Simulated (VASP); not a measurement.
# Rh (P6_3/mmc) in VASP: further runs

Aim: see how the results for Rh move with the level of theory and the settings. Levels: PBEsol+D3(BJ), LDA, PBEsol. Tasks: single point, relaxation of cell and atoms.

Program: VASP 6.6.1. These are calculated values, not measurements. Logs are shortened: lines on timing, memory, paths and dates and some standing lists are left out, and cuts for length are marked.

## 1. The cell of the first run

It takes space group P6_3/mmc (No. 194, hexagonal). Conventional cell: a = 2.669 Å, b = 2.669 Å, c = 4.303 Å, α = 90.00°, β = 90.00°, γ = 120.00°. Within 3.5 Å of Rh (site symmetry -6m2) lie 12 Rh at 2.65 to 2.67 Å.

## 2. Single point, PBEsol+D3(BJ)

INCAR

```
PREC = Accurate ; ENCUT = 520
EDIFF = 1E-6 ; ISMEAR = -1
SIGMA = 0.15 ; LREAL = F
LASPH = T ; NELM = 100
ALGO = Normal ; ISIF = 2
LWAVE = F ; LCHARG = F
GGA = PS ; IVDW = 12
NBANDS = 22
```

KPOINTS

```
Automatic mesh
0
Gamma
  14 14 8
```

POSCAR

```
Rh
1.0
    2.6685128719      0.0000002821      0.0000000000
   -1.3342566802      2.3109997964      0.0000000000
    0.0000000000      0.0000000000      4.3028080973
Rh
2
Direct
    0.6666666667      0.3333333333      0.7500000000
    0.3333333333      0.6666666667      0.2500000000
```

Potentials or basis: VASP PAW PBE potentials, release 64 (Rh_pv).

Command:

```bash
$ cat potpaw_PBE.64/Rh_pv/POTCAR > POTCAR
$ mpirun -np 1 vasp_std > vasp.out
```

OUTCAR:

```text
PREC = Accurate
   ENCUT = 520
   EDIFF = 1E-6
   ISMEAR = -1
   LREAL = F
   LASPH = T
   NELM = 100
   ISIF = 2
   GGA = PS
   IVDW = 12
 IVDW          = 12

 ion  position               nearest neighbor table
   1  0.667  0.333  0.750-   2 2.65   2 2.65   2 2.65   2 2.65   2 2.65   2 2.65
   2  0.333  0.667  0.250-   1 2.65   1 2.65   1 2.65   1 2.65   1 2.65   1 2.65

  LATTYP: Found a hexagonal cell.
 ALAT       =     2.6685128719
 C/A-ratio  =     1.6124367031

  Lattice vectors:

 A1 = (   2.6685128719,   0.0000002821,   0.0000000000)
 A2 = (  -1.3342566802,   2.3109997964,   0.0000000000)
 A3 = (   0.0000000000,   0.0000000000,   4.3028080973)

Analysis of symmetry for initial positions (statically):
=====================================================================
 Subroutine PRICEL returns:
 Original cell was already a primitive cell.

 Routine SETGRP: Setting up the symmetry group for a
 hexagonal supercell.

 Subroutine GETGRP returns: Found 24 space group operations
 (whereof 12 operations were pure point group operations)
 out of a pool of 24 trial point group operations.

The static configuration has the point symmetry D_3d.
 The point group associated with its full space group is D_6h.

Analysis of symmetry for dynamics (positions and initial velocities):
=====================================================================
 Subroutine PRICEL returns:
 Original cell was already a primitive cell.

 Routine SETGRP: Setting up the symmetry group for a
 hexagonal supercell.

 Subroutine GETGRP returns: Found 24 space group operations
 (whereof 12 operations were pure point group operations)
 out of a pool of 24 trial point group operations.

The dynamic configuration has the point symmetry D_3d.
 The point group associated with its full space group is D_6h.

 Subroutine INISYM returns: Found 24 space group operations
 (whereof 12 operations are pure point group operations),
 and found     1 'primitive' translations

----------------------------------------------------------------------------------------

                                     Primitive cell

  volume of cell :      26.5351

  direct lattice vectors                    reciprocal lattice vectors
     2.668512872  0.000000282  0.000000000     0.374740534  0.216356601  0.000000000
    -1.334256680  2.310999796  0.000000000    -0.000000046  0.432713123  0.000000000
     0.000000000  0.000000000  4.302808097     0.000000000  0.000000000  0.232406368

  length of vectors
     2.668512872  2.668512872  4.302808097     0.432713123  0.432713123  0.232406368

  position of ions in fractional coordinates (direct lattice)
     0.666666667  0.333333333  0.750000000
     0.333333333  0.666666667  0.250000000

  ion indices of the primitive-cell ions
   primitive index   ion index
                 1           1
                 2           2

----------------------------------------------------------------------------------------

 KPOINTS: Automatic mesh

Automatic generation of k-mesh.
 Grid dimensions read from file:
 generate k-points for:   14   14    8

 Generating k-lattice:

  Cartesian coordinates                     Fractional coordinates (reciprocal lattice)
     0.026767181  0.015454043  0.000000000     0.071428571  0.000000000  0.000000000
    -0.000000003  0.030908080  0.000000000     0.000000000  0.071428571  0.000000000
     0.000000000  0.000000000  0.029050796     0.000000000  0.000000000  0.125000000

  Length of vectors
     0.030908080  0.030908080  0.029050796

  Shift w.r.t. Gamma in fractional coordinates (k-lattice)
     0.000000000  0.000000000  0.000000000

 Subroutine IBZKPT returns following result:
 ===========================================

 Found    120 irreducible k-points:

 Following reciprocal coordinates:
            Coordinates               Weight
  0.000000  0.000000  0.000000      1.000000
  0.071429  0.000000  0.000000      6.000000
  0.142857  0.000000  0.000000      6.000000
  0.214286  0.000000  0.000000      6.000000
  0.285714  0.000000  0.000000      6.000000
  0.357143  0.000000  0.000000      6.000000
[... 16 lines left out ...]
  0.285714  0.285714  0.000000      6.000000
  0.357143  0.285714  0.000000      6.000000
 [... further k-points ...]
   k-points           NKPTS =    120   k-points in BZ     NKDIM =    120   number of bands    NBANDS=     22
   number of dos      NEDOS =    301   number of ions     NIONS =      2
   total plane-waves  NPLWV =  12800
   dimension x,y,z NGX =    20 NGY =   20 NGZ =   32
   dimension x,y,z NGXF=    40 NGYF=   40 NGZF=   64
   ions per type =               2
   NGX,Y,Z   is equivalent  to a cutoff of  12.46, 12.46, 12.36 a.u.
   NGXF,Y,Z  is equivalent  to a cutoff of  24.92, 24.92, 24.73 a.u.
 SYSTEM =  unknown system
   PREC   = accura    normal or accurate (medium, high low for compatibility)
   ISTART =      0    job   : 0-new  1-cont  2-samecut
   ICHARG =      2    charge: 1-file 2-atom 10-const
   ISPIN  =      1    spin polarized calculation?
   LNONCOLLINEAR =      F non collinear calculations
   LSORBIT =      F    spin-orbit coupling
   LASPH  =      T    aspherical Exc in radial PAW
   ENCUT  =  520.0 eV  38.22 Ry    6.18 a.u.   4.96  4.96  8.00*2*pi/ulx,y,z
   NELM   =    100;   NELMIN=  2; NELMDL= -5     # of ELM steps
   EDIFF  = 0.1E-05   stopping-criterion for ELM
   LREAL  =      F    real-space projection
   EDIFFG = 0.1E-04   stopping-criterion for IOM
   NSW    =      0    number of steps for IOM
   IBRION =     -1    ionic relax: 0-MD 1-quasi-New 2-CG
   NFREE  =      0    steps in history (QN), initial steepest desc. (CG)
   ISIF   =      2    stress and relaxation
   ISYM   =      2    0-nonsym 1-usesym 2-fastsym
   POTIM  = 0.5000    time-step for ionic-motion
   TEBEG  =    0.0;   TEEND  =   0.0 temperature during run
   PSTRESS=    0.0 pullay stress
   NELECT =      30.0000    total number of electrons
   NUPDOWN=      -1.0000    fix difference up-down
   EMIN   =  10.00;   EMAX   =-10.00  energy-range for DOS
   EFERMI =   0.00;   METHOD = LEGACY
   ISMEAR =    -1;   SIGMA  =   0.15  broadening in eV -4-tet -1-fermi 0-gaus
   EFERMI_NEDOS =   21; number of points for ismear=-14 and -15
   IALGO  =     38    algorithm
   IMIX   =      4    mixing-type and parameters
     AMIX     =   0.40;   BMIX     =  1.00
     AMIX_MAG =   1.60;   BMIX_MAG =  1.00
  volume/ion in A,a.u.               =      13.27        89.53
  Fermi-wavevector in a.u.,A,eV,Ry     =   1.705460  3.222852 39.573816  2.908593
  Thomas-Fermi vector in A             =   2.784676
   LORBIT       =      0    0 simple, 1 ext, 2 COOP (PROOUT), +10 PAW based schemes
   GGA     = PS    functional components
   LHFCALC =     F    Hartree Fock is set to
   AEXX    =    0.0000 exact exchange contribution
   IVDW    =    12    specifies the selected vdW correction
   LEPSILON=     F    determine dielectric tensor
   LRPA    =     F    only Hartree local field effects (RPA)
 non-spin polarized calculation
  energy-cutoff  :      520.00
  volume of cell :       26.54
 maximum number of plane-waves:       734
 NGX is ok and might be reduce to    20
   NGX =  9   NGY =  9   NGZ = 17

 number of electron      29.9999995 magnetization

 Free energy of the ion-electron system (eV)
  ---------------------------------------------------
  ext. energy  EPLUGINS =         0.00000000
  ---------------------------------------------------
  free energy    TOTEN  =       -16.29617933 eV

  energy without entropy =      -16.06724393  energy(sigma->0) =      -16.18171163

 E-fermi :  12.5106     XC(G=0): -14.4463

 val. band max:       12.4962697242   @ k =   0.2857   0.2857   0.1250
 cond. band min:      12.5164351224   @ k =   0.3571   0.0714   0.2500
 fundamental gap:      0.0201653982
 Fermi energy:        12.5106476082

 k-point     1 :       0.0000    0.0000    0.0000
  band No.  band energies     occupation
      1     -34.8075      2.00000
      2     -34.0650      2.00000
      3     -34.0650      2.00000
      4     -33.9482      2.00000
      5     -33.9421      2.00000
      6     -33.9421      2.00000
[... 14 lines left out ...]
     21      30.6502      0.00000
     22      31.3037      0.00000

 k-point     2 :       0.0714    0.0000    0.0000
  band No.  band energies     occupation
      1     -34.7940      2.00000
      2     -34.0955      2.00000
      3     -34.0750      2.00000
      4     -33.9738      2.00000
      5     -33.9539      2.00000
      6     -33.9468      2.00000
[... 14 lines left out ...]
     21      30.8650      0.00000
     22      31.4953      0.00000

 k-point     3 :       0.1429    0.0000    0.0000
  band No.  band energies     occupation
      1     -34.7548      2.00000
      2     -34.1808      2.00000
      3     -34.1023      2.00000
      4     -34.0614      2.00000
      5     -33.9710      2.00000
      6     -33.9605      2.00000
[... 14 lines left out ...]
     21      31.3419      0.00000
     22      31.4442      0.00000

 k-point     4 :       0.2143    0.0000    0.0000
  band No.  band energies     occupation
      1     -34.6940      2.00000
      2     -34.3043      2.00000
      3     -34.1851      2.00000
      4     -34.1405      2.00000
      5     -33.9999      2.00000
      6     -33.9812      2.00000
[... 14 lines left out ...]
     21      30.6209      0.00000
     22      30.7016      0.00000

 k-point     5 :       0.2857    0.0000    0.0000
  band No.  band energies     occupation
      1     -34.6185      2.00000
      2     -34.4415      2.00000
      3     -34.3188      2.00000
      4     -34.1817      2.00000
      5     -34.0399      2.00000
      6     -34.0051      2.00000
[... 417 lines left out ...]
 k-point    22 :       0.3571    0.2143    0.0000
  band No.  band energies     occupation
      1     -34.6022      2.00000
      2     -34.4773      2.00000
      3     -34.3804      2.00000
      4     -34.3662      2.00000
      5     -34.2034      2.00000
      6     -34.2008      2.00000
[... 14 lines left out ...]
     21      25.1987      0.00000
     22      27.8223      0.00000

 k-point    23 :       0.2857    0.2857    0.0000
  band No.  band energies     occupation
      1     -34.5681      2.00000
      2     -34.4772      2.00000
      3     -34.3726      2.00000
      4     -34.3696      2.00000
      5     -34.2467      2.00000
      6     -34.2125      2.00000
[... 14 lines left out ...]
     21      25.4823      0.00000
     22      28.2008      0.00000

 k-point    24 :       0.3571    0.2857    0.0000
  band No.  band energies     occupation
      1     -34.5687      2.00000
      2     -34.4375      2.00000
      3     -34.4274      2.00000
      4     -34.3232      2.00000
      5     -34.2779      2.00000
      6     -34.2538      2.00000
[... 14 lines left out ...]
     21      26.5871      0.00000
     22      27.7626      0.00000

 [... further k-points ...]

------------------------ aborting loop because EDIFF is reached ----------------------------------------

 Edisp (eV)   -1.26095

 E8    (eV) :    -0.8494

  FORCE on cell =-STRESS in cart. coord.  units (eV):
  Direction    XX          YY          ZZ          XY          YZ          ZX
  --------------------------------------------------------------------------------------
  -------------------------------------------------------------------------------------
  Total      -0.01206    -0.01206    -0.01063    -0.00000     0.00000    -0.00000
  in kB      -0.72844    -0.72844    -0.64199    -0.00000     0.00000    -0.00000
  external pressure =       -0.70 kB  Pullay stress =        0.00 kB

 VOLUME and BASIS-vectors are now :
 -----------------------------------------------------------------------------
  energy-cutoff  :      520.00
  volume of cell :       26.54
      direct lattice vectors                 reciprocal lattice vectors
     2.668512872  0.000000282  0.000000000     0.374740534  0.216356601  0.000000000
    -1.334256680  2.310999796  0.000000000    -0.000000046  0.432713123  0.000000000
     0.000000000  0.000000000  4.302808097     0.000000000  0.000000000  0.232406368

 POSITION                                       TOTAL-FORCE (eV/Angst)
 -----------------------------------------------------------------------------------
      1.33426      0.77033      3.22711        -0.000000     -0.000000      0.000000
     -0.00000      1.54067      1.07570         0.000000      0.000000      0.000000
 -----------------------------------------------------------------------------------
    total drift:                               -0.000000      0.000000     -0.000000

  FREE ENERGIE OF THE ION-ELECTRON SYSTEM (eV)
  ---------------------------------------------------
  free  energy   TOTEN  =       -17.5571262415 eV

  energy  without entropy=      -17.3281908419  energy(sigma->0) =      -17.44265854
```

Wall time 30 s (1 thread of Intel Xeon 6975P-C (Granite Rapids), shared host); peak memory 0.18 GiB.

Results:

```yaml
Free_energy: -17.5571 eV
Pressure: -0.1 GPa
Band_gap_on_the_k_mesh: zero (band 15 reaches 13.23 eV, above the bottom of band 16 at 10.78 eV)
Dispersion_energy_per_atom: -0.630 eV
```

Caveat: the PAW data sets were made with another functional, which shifts forces and pressure a little; pairwise dispersion overbinds metals, which lowers pressure and volume.

## 3. Single point, LDA

This run uses another cell than the first one, of 13.32 Å³/atom, 1.004 times its volume.

INCAR

```
PREC = Accurate
ENCUT = 520
EDIFF = 1E-6
ISMEAR = -1
SIGMA = 0.15
LREAL = False
LASPH = True
NELM = 100
ALGO = Normal
ISIF = 2
LWAVE = False
LCHARG = False
NBANDS = 22
```

KPOINTS is that of step 2.

POSCAR

```
Rh
1.0
    2.6726327392      0.0000002825      0.0000000000
   -1.3363166142      2.3145677058      0.0000000000
    0.0000000000      0.0000000000      4.3061800742
Rh
2
Direct
    0.6666666667      0.3333333333      0.7500000000
    0.3333333333      0.6666666667      0.2500000000
```

Potentials or basis: VASP PAW LDA potentials, release 64 (Rh_pv).

Command:

```bash
$ cat potpaw_LDA.64/Rh_pv/POTCAR > POTCAR
$ mpirun -np 1 vasp_std > vasp.out
```

Run time: 28 s. Hardware: 1 thread of Intel Xeon 6975P-C (Granite Rapids), shared host; peak memory 0.16 GiB.

It converged, with:

```yaml
Free_energy: -17.3977 eV
Pressure: 0.9 GPa
Band_gap_on_the_k_mesh: zero (band 15 reaches 13.11 eV, above the bottom of band 16 at 10.69 eV)
```

Levels at points of the mesh, in eV from the Fermi level:
```tsv
k point	band 13	band 14	band 15	band 16	band 17	band 18
(0.00, 0.00, 0.00)	-2.64	-2.03	-2.03	0.17	0.17	0.70
(0.50, 0.00, 0.00)	-2.29	0.46	0.72	0.79	3.14	5.29
(0.00, 0.00, 0.50)	-3.33	-3.33	-0.44	-0.44	-0.44	-0.44
(0.50, 0.00, 0.50)	-0.33	-0.33	0.66	0.66	2.71	2.71
```

[end of part 1 of 3]
